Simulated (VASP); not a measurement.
# ScSi4O (F-43m) in VASP: a series of runs

Runs on ScSi4O. Level: PBE. Tasks: single point, relaxation of cell and atoms.

Program: VASP 6.6.1. These are calculated values, not measurements. Logs are shortened: lines on timing, memory, paths and dates and some standing lists are left out, and cuts for length are marked.

### Step 1. The cell of the first run

It takes space group F-43m (No. 216, cubic). Conventional cell: a = 7.015 Å, b = 7.015 Å, c = 7.015 Å, α = 90.00°, β = 90.00°, γ = 90.00°. Within 3.8 Å of Sc (site symmetry -43m) lie 12 Si at 2.91 Å and 4 O at 3.04 Å. Si (site symmetry 3m) has 6 Si at 2.45 to 2.51 Å and 3 O at 2.91 Å and 3 Sc at 2.91 Å within 3.2 Å. Within 3.8 Å of O (site symmetry -43m) lie 12 Si at 2.91 Å and 4 Sc at 3.04 Å.

The cell was built from a structure type or drawn by symmetry, and may not be a known phase.

### Step 2. Single point, PBE

INCAR reads:

```
PREC     = Accurate       # precision mode
ENCUT    = 520            # plane-wave cutoff, eV
EDIFF    = 1E-6           # SCF threshold, eV
ISMEAR   = 0              # smearing method
SIGMA    = 0.1            # smearing width, eV
LREAL    = False          # projectors in reciprocal space
LASPH    = True           # aspherical terms in the spheres
NELM     = 100            # most SCF steps
ALGO     = Normal         # electronic algorithm
ISIF     = 2              # what is computed and relaxed
LWAVE    = False          # write WAVECAR
LCHARG   = True           # write CHGCAR
GGA      = PE             # functional
LELF     = True           # ELF
LVHAR    = True         
NBANDS   = 26             # bands
```

KPOINTS reads:

```
regular mesh
0
Gamma
  10 10 10
```

POSCAR reads:

```
ScSi4O
1.0
    0.0000000000      3.5074322875      3.5074322875
    3.5074322875      0.0000000000      3.5074322875
    3.5074322875      3.5074322875      0.0000000000
Sc Si O
1 4 1
Direct
    0.7500000000      0.7500000000      0.7500000000
    0.8789019609      0.3736993464      0.3736993464
    0.3736993464      0.3736993464      0.3736993464
    0.3736993464      0.8789019609      0.3736993464
    0.3736993464      0.3736993464      0.8789019609
    0.0000000000      0.0000000000      0.0000000000
```

Potentials or basis: VASP PAW PBE potentials, release 64 (Sc_sv, Si, O).

On the command line:

```bash
cat potpaw_PBE.64/Sc_sv/POTCAR potpaw_PBE.64/Si/POTCAR potpaw_PBE.64/O/POTCAR > POTCAR
mpirun -np 1 vasp_std > vasp.out
```

OUTCAR:

```text
PREC = Accurate
   ENCUT = 520
   EDIFF = 1E-6
   ISMEAR = 0
   LREAL = False
   LASPH = True
   NELM = 100
   ISIF = 2
   GGA = PE

 ion  position               nearest neighbor table
   1  0.750  0.750  0.750-   2 2.91   4 2.91   5 2.91   3 2.91   3 2.91   3 2.91   2 2.91   5 2.91
                             4 2.91   2 2.91   4 2.91   5 2.91
   2  0.879  0.374  0.374-   3 2.45   4 2.45   5 2.45   4 2.51   5 2.51   3 2.51   1 2.91   1 2.91
                             1 2.91
   3  0.374  0.374  0.374-   2 2.45   4 2.45   5 2.45   2 2.51   4 2.51   5 2.51   1 2.91   1 2.91
                             1 2.91
   4  0.374  0.879  0.374-   2 2.45   3 2.45   5 2.45   2 2.51   5 2.51   3 2.51   1 2.91   1 2.91
                             1 2.91
   5  0.374  0.374  0.879-   2 2.45   3 2.45   4 2.45   4 2.51   2 2.51   3 2.51   1 2.91   1 2.91
                             1 2.91
   6  0.000  0.000  0.000-

  LATTYP: Found a face centered cubic cell.
 ALAT       =     7.0148645750

  Lattice vectors:

 A1 = (   0.0000000000,   3.5074322875,   3.5074322875)
 A2 = (   3.5074322875,   0.0000000000,   3.5074322875)
 A3 = (   3.5074322875,   3.5074322875,   0.0000000000)

Analysis of symmetry for initial positions (statically):
=====================================================================
 Subroutine PRICEL returns:
 Original cell was already a primitive cell.

 Routine SETGRP: Setting up the symmetry group for a
 face centered cubic supercell.

 Subroutine GETGRP returns: Found 24 space group operations
 (whereof 24 operations were pure point group operations)
 out of a pool of 48 trial point group operations.

The static configuration has the point symmetry T_d .

Analysis of symmetry for dynamics (positions and initial velocities):
=====================================================================
 Subroutine PRICEL returns:
 Original cell was already a primitive cell.

 Routine SETGRP: Setting up the symmetry group for a
 face centered cubic supercell.

 Subroutine GETGRP returns: Found 24 space group operations
 (whereof 24 operations were pure point group operations)
 out of a pool of 48 trial point group operations.

The dynamic configuration has the point symmetry T_d .

 Subroutine INISYM returns: Found 24 space group operations
 (whereof 24 operations are pure point group operations),
 and found     1 'primitive' translations

----------------------------------------------------------------------------------------

                                     Primitive cell

  volume of cell :      86.2974

  direct lattice vectors                    reciprocal lattice vectors
     0.000000000  3.507432287  3.507432287    -0.142554427  0.142554427  0.142554427
     3.507432287  0.000000000  3.507432287     0.142554427 -0.142554427  0.142554427
     3.507432287  3.507432287  0.000000000     0.142554427  0.142554427 -0.142554427

  length of vectors
     4.960258310  4.960258310  4.960258310     0.246911510  0.246911510  0.246911510

  position of ions in fractional coordinates (direct lattice)
     0.750000000  0.750000000  0.750000000
     0.878901961  0.373699346  0.373699346
     0.373699346  0.373699346  0.373699346
     0.373699346  0.878901961  0.373699346
     0.373699346  0.373699346  0.878901961
     0.000000000  0.000000000  0.000000000

  ion indices of the primitive-cell ions
   primitive index   ion index
                 1           1
                 2           2
                 3           3
                 4           4
                 5           5
                 6           6

----------------------------------------------------------------------------------------

 KPOINTS: regular mesh

Automatic generation of k-mesh.
 Grid dimensions read from file:
 generate k-points for:   10   10   10

 Generating k-lattice:

  Cartesian coordinates                     Fractional coordinates (reciprocal lattice)
    -0.014255443  0.014255443  0.014255443     0.100000000  0.000000000  0.000000000
     0.014255443 -0.014255443  0.014255443     0.000000000  0.100000000  0.000000000
     0.014255443  0.014255443 -0.014255443     0.000000000  0.000000000  0.100000000

  Length of vectors
     0.024691151  0.024691151  0.024691151

  Shift w.r.t. Gamma in fractional coordinates (k-lattice)
     0.000000000  0.000000000  0.000000000

 Subroutine IBZKPT returns following result:
 ===========================================

 Found     47 irreducible k-points:

 Following reciprocal coordinates:
            Coordinates               Weight
  0.000000  0.000000  0.000000      1.000000
  0.100000  0.000000  0.000000      8.000000
  0.200000  0.000000  0.000000      8.000000
  0.300000  0.000000  0.000000      8.000000
  0.400000  0.000000  0.000000      8.000000
  0.500000  0.000000  0.000000      4.000000
[... 16 lines left out ...]
  0.300000  0.300000  0.000000      6.000000
  0.400000  0.300000  0.000000     24.000000
 [... further k-points ...]
   k-points           NKPTS =     47   k-points in BZ     NKDIM =     47   number of bands    NBANDS=     26
   number of dos      NEDOS =    301   number of ions     NIONS =      6
   total plane-waves  NPLWV =  64000
   dimension x,y,z NGX =    40 NGY =   40 NGZ =   40
   dimension x,y,z NGXF=    80 NGYF=   80 NGZF=   80
   ions per type =               1   4   1
   NGX,Y,Z   is equivalent  to a cutoff of  13.41, 13.41, 13.41 a.u.
   NGXF,Y,Z  is equivalent  to a cutoff of  26.81, 26.81, 26.81 a.u.
 SYSTEM =  unknown system
   PREC   = accura    normal or accurate (medium, high low for compatibility)
   ISTART =      0    job   : 0-new  1-cont  2-samecut
   ICHARG =      2    charge: 1-file 2-atom 10-const
   ISPIN  =      1    spin polarized calculation?
   LNONCOLLINEAR =      F non collinear calculations
   LSORBIT =      F    spin-orbit coupling
   LASPH  =      T    aspherical Exc in radial PAW
   ENCUT  =  520.0 eV  38.22 Ry    6.18 a.u.   9.22  9.22  9.22*2*pi/ulx,y,z
   NELM   =    100;   NELMIN=  2; NELMDL= -5     # of ELM steps
   EDIFF  = 0.1E-05   stopping-criterion for ELM
   LREAL  =      F    real-space projection
   EDIFFG = 0.1E-04   stopping-criterion for IOM
   NSW    =      0    number of steps for IOM
   IBRION =     -1    ionic relax: 0-MD 1-quasi-New 2-CG
   NFREE  =      0    steps in history (QN), initial steepest desc. (CG)
   ISIF   =      2    stress and relaxation
   ISYM   =      2    0-nonsym 1-usesym 2-fastsym
   POTIM  = 0.5000    time-step for ionic-motion
   TEBEG  =    0.0;   TEEND  =   0.0 temperature during run
   PSTRESS=    0.0 pullay stress
   NELECT =      33.0000    total number of electrons
   NUPDOWN=      -1.0000    fix difference up-down
   EMIN   =  10.00;   EMAX   =-10.00  energy-range for DOS
   EFERMI =   0.00;   METHOD = LEGACY
   ISMEAR =     0;   SIGMA  =   0.10  broadening in eV -4-tet -1-fermi 0-gaus
   EFERMI_NEDOS =   21; number of points for ismear=-14 and -15
   IALGO  =     38    algorithm
   IMIX   =      4    mixing-type and parameters
     AMIX     =   0.40;   BMIX     =  1.00
     AMIX_MAG =   1.60;   BMIX_MAG =  1.00
  volume/ion in A,a.u.               =      14.38        97.06
  Fermi-wavevector in a.u.,A,eV,Ry     =   1.188266  2.245496 19.211087  1.411975
  Thomas-Fermi vector in A             =   2.324399
   LORBIT       =      0    0 simple, 1 ext, 2 COOP (PROOUT), +10 PAW based schemes
   GGA     = PE    functional components
   LHFCALC =     F    Hartree Fock is set to
   AEXX    =    0.0000 exact exchange contribution
   IVDW    =     0    specifies the selected vdW correction
   LEPSILON=     F    determine dielectric tensor
   LRPA    =     F    only Hartree local field effects (RPA)
 non-spin polarized calculation
 Gauss-broadening in eV      SIGMA  =   0.10
  energy-cutoff  :      520.00
  volume of cell :       86.30
 maximum number of plane-waves:      2346
 NGX is ok and might be reduce to    40
   NGX = 19   NGY = 19   NGZ = 19

 number of electron      33.0000004 magnetization

 Free energy of the ion-electron system (eV)
  ---------------------------------------------------
  ext. energy  EPLUGINS =         0.00000000
  ---------------------------------------------------
  free energy    TOTEN  =       -33.40960702 eV

  energy without entropy =      -33.39872176  energy(sigma->0) =      -33.40416439

 E-fermi :   7.8291     XC(G=0): -11.0173

 val. band max:        7.8080580862   @ k =  -0.4000   0.1000   0.0000
 cond. band min:       7.8332810094   @ k =   0.3000   0.1000   0.0000
 fundamental gap:      0.0252229231
 Fermi energy:         7.8291157272

 k-point     1 :       0.0000    0.0000    0.0000
  band No.  band energies     occupation
      1     -41.7099      2.00000
      2     -20.3621      2.00000
      3     -20.3621      2.00000
      4     -20.3621      2.00000
      5      -8.8944      2.00000
      6      -4.8760      2.00000
[... 18 lines left out ...]
     25      13.2502      0.00000
     26      13.2502      0.00000

 k-point     2 :       0.1000    0.0000    0.0000
  band No.  band energies     occupation
      1     -41.7099      2.00000
      2     -20.3630      2.00000
      3     -20.3622      2.00000
      4     -20.3622      2.00000
      5      -8.8789      2.00000
      6      -4.8412      2.00000
[... 18 lines left out ...]
     25      13.1422      0.00000
     26      13.4203      0.00000

 k-point     3 :       0.2000    0.0000    0.0000
  band No.  band energies     occupation
      1     -41.7098      2.00000
      2     -20.3652      2.00000
      3     -20.3625      2.00000
      4     -20.3625      2.00000
      5      -8.8379      2.00000
      6      -4.7356      2.00000
[... 18 lines left out ...]
     25      12.9974      0.00000
     26      13.3224      0.00000

 k-point     4 :       0.3000    0.0000    0.0000
  band No.  band energies     occupation
      1     -41.7098      2.00000
      2     -20.3679      2.00000
      3     -20.3628      2.00000
      4     -20.3628      2.00000
      5      -8.7877      2.00000
      6      -4.5648      2.00000
[... 18 lines left out ...]
     25      12.6139      0.00000
     26      12.6142      0.00000

 k-point     5 :       0.4000    0.0000    0.0000
  band No.  band energies     occupation
      1     -41.7097      2.00000
      2     -20.3701      2.00000
      3     -20.3631      2.00000
      4     -20.3631      2.00000
      5      -8.7474      2.00000
      6      -4.3717      2.00000
[... 18 lines left out ...]
     25      12.2104      0.00000
     26      12.2105      0.00000

 k-point     6 :       0.5000    0.0000    0.0000
  band No.  band energies     occupation
      1     -41.7097      2.00000
      2     -20.3709      2.00000
      3     -20.3632      2.00000
      4     -20.3632      2.00000
      5      -8.7320      2.00000
      6      -4.2753      2.00000
[... 427 lines left out ...]
 k-point    21 :      -0.3000    0.2000    0.0000
  band No.  band energies     occupation
      1     -41.7097      2.00000
      2     -20.3688      2.00000
      3     -20.3653      2.00000
      4     -20.3632      2.00000
      5      -8.7370      2.00000
      6      -4.2518      2.00000
[... 18 lines left out ...]
     25      12.4302      0.00000
     26      12.7420      0.00000

 k-point    22 :      -0.2000    0.2000    0.0000
  band No.  band energies     occupation
      1     -41.7097      2.00000
      2     -20.3675      2.00000
      3     -20.3644      2.00000
      4     -20.3628      2.00000
      5      -8.7729      2.00000
      6      -4.4795      2.00000
[... 18 lines left out ...]
     25      12.1868      0.00000
     26      13.5838      0.00000

 k-point    23 :       0.3000    0.3000    0.0000
  band No.  band energies     occupation
      1     -41.7097      2.00000
      2     -20.3676      2.00000
      3     -20.3641      2.00000
      4     -20.3641      2.00000
      5      -8.7600      2.00000
      6      -4.3792      2.00000
[... 18 lines left out ...]
     25      13.0583      0.00000
     26      13.0584      0.00000

 k-point    24 :       0.4000    0.3000    0.0000
  band No.  band energies     occupation
      1     -41.7097      2.00000
      2     -20.3688      2.00000
      3     -20.3647      2.00000
      4     -20.3644      2.00000
      5      -8.7315      2.00000
      6      -4.1552      2.00000
[... 18 lines left out ...]
     25      12.3985      0.00000
     26      13.0039      0.00000

 [... further k-points ...]
[... 5 lines left out ...]
  --------------------------------------------------------------------------------------
  -------------------------------------------------------------------------------------
  Total       -0.0034129     -0.0034129     -0.0034129     -0.0000000     -0.0000000      0.0000000
  in kB       -0.0633630     -0.0633630     -0.0633630     -0.0000000     -0.0000000      0.0000000
  external PRESSURE =      -0.0633630 kB  Pullay stress =       0.0000000 kB

 VOLUME and BASIS-vectors are now :
 -----------------------------------------------------------------------------
  energy-cutoff  :      520.00
  volume of cell :       86.30
      direct lattice vectors                 reciprocal lattice vectors
     0.000000000  3.507432287  3.507432287    -0.142554427  0.142554427  0.142554427
     3.507432287  0.000000000  3.507432287     0.142554427 -0.142554427  0.142554427
     3.507432287  3.507432287  0.000000000     0.142554427  0.142554427 -0.142554427

 POSITION                                       TOTAL-FORCE (eV/Angst)
 -----------------------------------------------------------------------------------
      5.26115      5.26115      5.26115         0.000000      0.000000      0.000000
      2.62145      4.39341      4.39341        -0.000277      0.000277      0.000277
      2.62145      2.62145      2.62145        -0.000277     -0.000277     -0.000277
      4.39341      2.62145      4.39341         0.000277     -0.000277      0.000277
      4.39341      4.39341      2.62145         0.000277      0.000277     -0.000277
      0.00000      0.00000      0.00000         0.000000      0.000000      0.000000
 -----------------------------------------------------------------------------------
    total drift:                               -0.000000     -0.000000     -0.000000

  FREE ENERGIE OF THE ION-ELECTRON SYSTEM (eV)
  ---------------------------------------------------
  free  energy   TOTEN  =       -33.4096070178 eV

  energy  without entropy=      -33.3987217582  energy(sigma->0) =      -33.40416439
```

Wall time 4.5 min (1 thread of Intel Xeon 8259CL, shared host); peak memory 0.3 GiB.

What came out:

- Free energy: -33.4096 eV
- Pressure: 0.0 GPa
- Band gap on the k mesh: zero (an odd number of electrons rules out a gap without spin polarisation)

Caveat: an odd number of electrons without spin polarisation forces a metal; a magnetic or distorted state may lie lower.

[end of part 1 of 2]
